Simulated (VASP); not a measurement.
SiO2 (Stishovite), 6 atoms in the cell. The structure is tetragonal, space group P4_2/mnm (No. 136). Conventional cell: a = 4.149 Å, b = 4.149 Å, c = 2.647 Å, α = 90.00°, β = 90.00°, γ = 90.00°. Within 2.3 Å of Si (site symmetry mmm) lie 6 O at 1.75 to 1.80 Å. O (site symmetry m2m) has 3 Si at 1.75 to 1.80 Å and 1 O at 2.28 Å within 2.3 Å. 

| Quantity | Value |
| --- | --- |
| Program | VASP 6.6.1 |
| Task | single point |
| Functional | PBEsol |
| Potentials or basis | VASP PAW PBE potentials, release 64 (Si, O) |
| Cutoff | 520 eV |
| k mesh | 4 × 4 × 6 |
| Occupations | gaussian, width 0.01 eV |
| Spin | no spin polarisation |
| Dipole correction | no |
| Further INCAR settings | ALGO = Normal; EDIFF = 1e-06; NBANDS = 25 |

Potentials or basis: VASP PAW PBE potentials, release 64 (Si, O).

The run is started by

```bash
$ cat potpaw_PBE.64/Si/POTCAR potpaw_PBE.64/O/POTCAR > POTCAR
$ mpirun -np 1 vasp_std > vasp.out
```

Hardware: 1 thread of AMD EPYC 7R13, on a shared host.

Task: Estimate the wall time of this run.

Result: It took 37 s on 1 thread of AMD EPYC 7R13, with other jobs on the host, peak memory 0.13 GiB. Counts: scf iterations 12, k points 24.
